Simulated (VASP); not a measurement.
# SiC (P6_3mc) in VASP: notebook

The runs below take SiC through single point, relaxation of the atoms, with PBE.

All numbers are computed with VASP 6.6.1; they aren't measurements. Logs are shortened: lines on timing, memory, paths and dates and some standing lists are left out, and cuts for length are marked.

### 1 The cell of the first run

The structure is hexagonal, space group P6_3mc (No. 186). Conventional cell: a = 3.095 Å, b = 3.095 Å, c = 15.170 Å, α = 90.00°, β = 90.00°, γ = 120.00°. Within 2.5 Å of Si (site symmetry 3m) lie 4 C at 1.90 Å. Si (site symmetry 3m) has 4 C at 1.89 to 1.90 Å within 2.5 Å. Si (site symmetry 3m) has 4 C at 1.89 to 1.90 Å within 2.5 Å. C (site symmetry 3m) has 4 Si at 1.89 to 1.90 Å within 2.5 Å. C (site symmetry 3m) has 4 Si at 1.90 Å within 2.5 Å. C (site symmetry 3m) has 4 Si at 1.89 to 1.90 Å within 2.5 Å.

### 2 Single point, PBE

INCAR

```
SYSTEM = SiC
PREC     = Accurate       ! precision mode
ENCUT    = 520            ! plane-wave cutoff, eV
EDIFF    = 1E-6           ! SCF threshold, eV
ISMEAR   = -1             ! smearing method
SIGMA    = 0.02           ! smearing width, eV
LREAL    = .FALSE.        ! projectors in reciprocal space
LASPH    = .TRUE.         ! aspherical terms in the spheres
NELM     = 60             ! most SCF steps
ALGO     = Normal         ! electronic algorithm
ISIF     = 2              ! what is computed and relaxed
LWAVE    = .FALSE.        ! write WAVECAR
LCHARG   = .FALSE.        ! write CHGCAR
GGA      = PE             ! functional
NBANDS   = 36             ! bands
```

KPOINTS

```
Automatic mesh
0
G
  10 10 2
  0 0 0
```

POSCAR

```
SiC
1.0
    3.0950000000      0.0000000000      0.0000000000
   -1.5475000000      2.6803486247      0.0000000000
    0.0000000000      0.0000000000     15.1700000000
Si C
6 6
Direct
    0.0000000000      0.0000000000      0.1250484250
    0.0000000000      0.0000000000      0.6250484250
    0.3333333333      0.6666666667      0.2918257749
    0.6666666667      0.3333333333      0.7918257749
    0.3333333333      0.6666666667      0.9583152731
    0.6666666667      0.3333333333      0.4583152731
    0.0000000000      0.0000000000     -0.0003283977
    0.0000000000      0.0000000000      0.4996716023
    0.3333333333      0.6666666667      0.1668332770
    0.6666666667      0.3333333333      0.6668332770
    0.3333333333      0.6666666667      0.8333056477
    0.6666666667      0.3333333333      0.3333056477
```

Potentials or basis: VASP PAW PBE potentials, release 64 (Si, C).

Run with:

```
$ cat potpaw_PBE.64/Si/POTCAR potpaw_PBE.64/C/POTCAR > POTCAR
$ mpirun -np 1 vasp_std > vasp.out
```

OUTCAR:

```text
SYSTEM = SiC
   PREC = Accurate
   ENCUT = 520
   EDIFF = 1E-6
   ISMEAR = -1
   LREAL = .FALSE.
   LASPH = .TRUE.
   NELM = 60
   ISIF = 2
   GGA = PE

 ion  position               nearest neighbor table
   1  0.000  0.000  0.125-   9 1.90   9 1.90   9 1.90   7 1.90   5 3.10   5 3.10   5 3.10   3 3.10
                             3 3.10   3 3.10
   2  0.000  0.000  0.625-  10 1.90  10 1.90  10 1.90   8 1.90   6 3.10   6 3.10   6 3.10   4 3.10
                             4 3.10   4 3.10
   3  0.333  0.667  0.292-  12 1.89  12 1.89  12 1.89   9 1.90   6 3.09   6 3.09   6 3.09   1 3.10
                             1 3.10   1 3.10
   4  0.667  0.333  0.792-  11 1.89  11 1.89  11 1.89  10 1.90   5 3.09   5 3.09   5 3.09   2 3.10
                             2 3.10   2 3.10
   5  0.333  0.667  0.958-   7 1.89   7 1.89   7 1.89  11 1.90   4 3.09   4 3.09   4 3.09   1 3.10
                             1 3.10   1 3.10
   6  0.667  0.333  0.458-   8 1.89   8 1.89   8 1.89  12 1.90   3 3.09   3 3.09   3 3.09   2 3.10
                             2 3.10   2 3.10
   7  0.000  0.000  1.000-   5 1.89   5 1.89   5 1.89   1 1.90
   8  0.000  0.000  0.500-   6 1.89   6 1.89   6 1.89   2 1.90
   9  0.333  0.667  0.167-   1 1.90   1 1.90   1 1.90   3 1.90
  10  0.667  0.333  0.667-   2 1.90   2 1.90   2 1.90   4 1.90
  11  0.333  0.667  0.833-   4 1.89   4 1.89   4 1.89   5 1.90
  12  0.667  0.333  0.333-   3 1.89   3 1.89   3 1.89   6 1.90

  LATTYP: Found a hexagonal cell.
 ALAT       =     3.0950000000
 C/A-ratio  =     4.9014539580

  Lattice vectors:

 A1 = (   3.0950000000,   0.0000000000,   0.0000000000)
 A2 = (  -1.5475000000,   2.6803486247,   0.0000000000)
 A3 = (   0.0000000000,   0.0000000000,  15.1700000000)

Analysis of symmetry for initial positions (statically):
=====================================================================
 Subroutine PRICEL returns:
 Original cell was already a primitive cell.

 Routine SETGRP: Setting up the symmetry group for a
 hexagonal supercell.

 Subroutine GETGRP returns: Found 12 space group operations
 (whereof  6 operations were pure point group operations)
 out of a pool of 24 trial point group operations.

The static configuration has the point symmetry C_3v.
 The point group associated with its full space group is C_6v.

Analysis of symmetry for dynamics (positions and initial velocities):
=====================================================================
 Subroutine PRICEL returns:
 Original cell was already a primitive cell.

 Routine SETGRP: Setting up the symmetry group for a
 hexagonal supercell.

 Subroutine GETGRP returns: Found 12 space group operations
 (whereof  6 operations were pure point group operations)
 out of a pool of 24 trial point group operations.

The dynamic configuration has the point symmetry C_3v.
 The point group associated with its full space group is C_6v.

 Subroutine INISYM returns: Found 12 space group operations
 (whereof  6 operations are pure point group operations),
 and found     1 'primitive' translations

----------------------------------------------------------------------------------------

                                     Primitive cell

  volume of cell :     125.8455

  direct lattice vectors                    reciprocal lattice vectors
     3.095000000  0.000000000  0.000000000     0.323101777  0.186542898  0.000000000
    -1.547500000  2.680348625  0.000000000     0.000000000  0.373085796  0.000000000
     0.000000000  0.000000000 15.170000000     0.000000000  0.000000000  0.065919578

  length of vectors
     3.095000000  3.095000000 15.170000000     0.373085796  0.373085796  0.065919578

  position of ions in fractional coordinates (direct lattice)
     0.000000000  0.000000000  0.125048425
     0.000000000  0.000000000  0.625048425
     0.333333333  0.666666667  0.291825775
     0.666666667  0.333333333  0.791825775
     0.333333333  0.666666667  0.958315273
     0.666666667  0.333333333  0.458315273
     0.000000000  0.000000000  0.999671602
     0.000000000  0.000000000  0.499671602
     0.333333333  0.666666667  0.166833277
     0.666666667  0.333333333  0.666833277
     0.333333333  0.666666667  0.833305648
     0.666666667  0.333333333  0.333305648

  ion indices of the primitive-cell ions
   primitive index   ion index
                 1           1
                 2           2
                 3           3
                 4           4
                 5           5
                 6           6
                 7           7
                 8           8
                 9           9
                10          10
                11          11
                12          12

----------------------------------------------------------------------------------------

 KPOINTS: Automatic mesh

Automatic generation of k-mesh.
 Grid dimensions read from file:
 generate k-points for:   10   10    2

 Generating k-lattice:

  Cartesian coordinates                     Fractional coordinates (reciprocal lattice)
     0.032310178  0.018654290  0.000000000     0.100000000  0.000000000  0.000000000
     0.000000000  0.037308580  0.000000000     0.000000000  0.100000000  0.000000000
     0.000000000  0.000000000  0.032959789     0.000000000  0.000000000  0.500000000

  Length of vectors
     0.037308580  0.037308580  0.032959789

  Shift w.r.t. Gamma in fractional coordinates (k-lattice)
     0.000000000  0.000000000  0.000000000

 Subroutine IBZKPT returns following result:
 ===========================================

 Found     28 irreducible k-points:

 Following reciprocal coordinates:
            Coordinates               Weight
  0.000000  0.000000  0.000000      1.000000
  0.100000 -0.000000  0.000000      6.000000
  0.200000 -0.000000  0.000000      6.000000
  0.300000 -0.000000  0.000000      6.000000
  0.400000 -0.000000  0.000000      6.000000
  0.500000 -0.000000  0.000000      3.000000
[... 16 lines left out ...]
  0.300000  0.100000  0.500000     12.000000
  0.400000  0.100000  0.500000     12.000000
 [... further k-points ...]
   k-points           NKPTS =     28   k-points in BZ     NKDIM =     28   number of bands    NBANDS=     36
   number of dos      NEDOS =    301   number of ions     NIONS =     12
   total plane-waves  NPLWV =  69120
   dimension x,y,z NGX =    24 NGY =   24 NGZ =  120
   dimension x,y,z NGXF=    48 NGYF=   48 NGZF=  240
   ions per type =               6   6
   NGX,Y,Z   is equivalent  to a cutoff of  12.89, 12.89, 13.15 a.u.
   NGXF,Y,Z  is equivalent  to a cutoff of  25.78, 25.78, 26.30 a.u.
 SYSTEM =  SiC
   PREC   = accura    normal or accurate (medium, high low for compatibility)
   ISTART =      0    job   : 0-new  1-cont  2-samecut
   ICHARG =      2    charge: 1-file 2-atom 10-const
   ISPIN  =      1    spin polarized calculation?
   LNONCOLLINEAR =      F non collinear calculations
   LSORBIT =      F    spin-orbit coupling
   LASPH  =      T    aspherical Exc in radial PAW
   ENCUT  =  520.0 eV  38.22 Ry    6.18 a.u.   5.75  5.75 28.21*2*pi/ulx,y,z
   NELM   =     60;   NELMIN=  2; NELMDL= -5     # of ELM steps
   EDIFF  = 0.1E-05   stopping-criterion for ELM
   LREAL  =      F    real-space projection
   EDIFFG = 0.1E-04   stopping-criterion for IOM
   NSW    =      0    number of steps for IOM
   IBRION =     -1    ionic relax: 0-MD 1-quasi-New 2-CG
   NFREE  =      0    steps in history (QN), initial steepest desc. (CG)
   ISIF   =      2    stress and relaxation
   ISYM   =      2    0-nonsym 1-usesym 2-fastsym
   POTIM  = 0.5000    time-step for ionic-motion
   TEBEG  =    0.0;   TEEND  =   0.0 temperature during run
   PSTRESS=    0.0 pullay stress
   NELECT =      48.0000    total number of electrons
   NUPDOWN=      -1.0000    fix difference up-down
   EMIN   =  10.00;   EMAX   =-10.00  energy-range for DOS
   EFERMI =   0.00;   METHOD = LEGACY
   ISMEAR =    -1;   SIGMA  =   0.02  broadening in eV -4-tet -1-fermi 0-gaus
   EFERMI_NEDOS =   21; number of points for ismear=-14 and -15
   IALGO  =     38    algorithm
   IMIX   =      4    mixing-type and parameters
     AMIX     =   0.40;   BMIX     =  1.00
     AMIX_MAG =   1.60;   BMIX_MAG =  1.00
  volume/ion in A,a.u.               =      10.49        70.77
  Fermi-wavevector in a.u.,A,eV,Ry     =   1.187252  2.243580 19.178312  1.409566
  Thomas-Fermi vector in A             =   2.323407
   LORBIT       =      0    0 simple, 1 ext, 2 COOP (PROOUT), +10 PAW based schemes
   GGA     = PE    functional components
   LHFCALC =     F    Hartree Fock is set to
   AEXX    =    0.0000 exact exchange contribution
   IVDW    =     0    specifies the selected vdW correction
   LEPSILON=     F    determine dielectric tensor
   LRPA    =     F    only Hartree local field effects (RPA)
 non-spin polarized calculation
  energy-cutoff  :      520.00
  volume of cell :      125.85
 maximum number of plane-waves:      3436
 NGX is ok and might be reduce to    24
   NGX = 11   NGY = 11   NGZ = 57

 number of electron      48.0000002 magnetization

 Free energy of the ion-electron system (eV)
  ---------------------------------------------------
  ext. energy  EPLUGINS =         0.00000000
  ---------------------------------------------------
  free energy    TOTEN  =       -90.37314731 eV

  energy without entropy =      -90.37314731  energy(sigma->0) =      -90.37314731

 E-fermi :   8.4130     XC(G=0): -11.2953

 val. band max:        7.9985417284   @ k =   0.0000   0.0000   0.0000
 cond. band min:      10.0308528129   @ k =   0.5000  -0.0000   0.0000
 fundamental gap:      2.0323110845
 Fermi energy:         8.4129694080

 k-point     1 :       0.0000    0.0000    0.0000
  band No.  band energies     occupation
      1      -7.3487      2.00000
      2      -6.8320      2.00000
      3      -6.7967      2.00000
      4      -5.3175      2.00000
      5      -5.2891      2.00000
      6      -3.8244      2.00000
[... 28 lines left out ...]
     35      15.2768      0.00000
     36      15.3868      0.00000
[... 866 lines left out ...]
      6      -2.5227      2.00000
[... 28 lines left out ...]
     35      15.4659      0.00000
     36      15.4659      0.00000

 [... further k-points ...]

------------------------ aborting loop because EDIFF is reached ----------------------------------------

  FORCE on cell =-STRESS in cart. coord.  units (eV):
  Direction    XX          YY          ZZ          XY          YZ          ZX
  --------------------------------------------------------------------------------------
  -------------------------------------------------------------------------------------
  Total       -0.0033514     -0.0033514      0.4363460      0.0000000      0.0000000      0.0000000
  in kB       -0.0426677     -0.0426677      5.5552555      0.0000000      0.0000000      0.0000000
  external PRESSURE =       1.8233067 kB  Pullay stress =       0.0000000 kB

 VOLUME and BASIS-vectors are now :
 -----------------------------------------------------------------------------
  energy-cutoff  :      520.00
  volume of cell :      125.85
      direct lattice vectors                 reciprocal lattice vectors
     3.095000000  0.000000000  0.000000000     0.323101777  0.186542898  0.000000000
    -1.547500000  2.680348625  0.000000000     0.000000000  0.373085796  0.000000000
     0.000000000  0.000000000 15.170000000     0.000000000  0.000000000  0.065919578

 POSITION                                       TOTAL-FORCE (eV/Angst)
 -----------------------------------------------------------------------------------
      0.00000      0.00000      1.89698        -0.000000     -0.000000      0.005978
      0.00000      0.00000      9.48198         0.000000     -0.000000      0.005978
     -0.00000      1.78690      4.42700         0.000000     -0.000000      0.006770
      1.54750      0.89345     12.01200        -0.000000      0.000000      0.006770
     -0.00000      1.78690     14.53764        -0.000000      0.000000      0.003956
      1.54750      0.89345      6.95264         0.000000     -0.000000      0.003956
      0.00000      0.00000     15.16502         0.000000     -0.000000     -0.002428
      0.00000      0.00000      7.58002         0.000000     -0.000000     -0.002428
     -0.00000      1.78690      2.53086         0.000000     -0.000000     -0.009267
      1.54750      0.89345     10.11586        -0.000000      0.000000     -0.009267
     -0.00000      1.78690     12.64125         0.000000      0.000000     -0.005010
      1.54750      0.89345      5.05625        -0.000000     -0.000000     -0.005010
 -----------------------------------------------------------------------------------
    total drift:                                0.000000      0.000000     -0.000691

  FREE ENERGIE OF THE ION-ELECTRON SYSTEM (eV)
  ---------------------------------------------------
  free  energy   TOTEN  =       -90.3731473063 eV

  energy  without entropy=      -90.3731473063  energy(sigma->0) =      -90.37314731
```

It took 60 s on 1 thread of Intel Xeon 6975P-C (Granite Rapids), shared host; peak memory 0.28 GiB.

Results:

- Free energy: -90.3731 eV
- Pressure: 0.2 GPa
- Largest force: 0.009 eV/Å
- Band gap on the k mesh: 2.03 eV (least direct gap 3.12 eV)

Forces in eV/Å, atoms in the order of the input:
```
Si   0.000  0.000  0.006
Si   0.000  0.000  0.006
Si   0.000  0.000  0.007
Si   0.000  0.000  0.007
Si   0.000  0.000  0.004
Si   0.000  0.000  0.004
C    0.000  0.000 -0.002
C    0.000  0.000 -0.002
C    0.000  0.000 -0.009
C    0.000  0.000 -0.009
C    0.000  0.000 -0.005
C    0.000  0.000 -0.005
```

(Continued in part 2 of 2.)
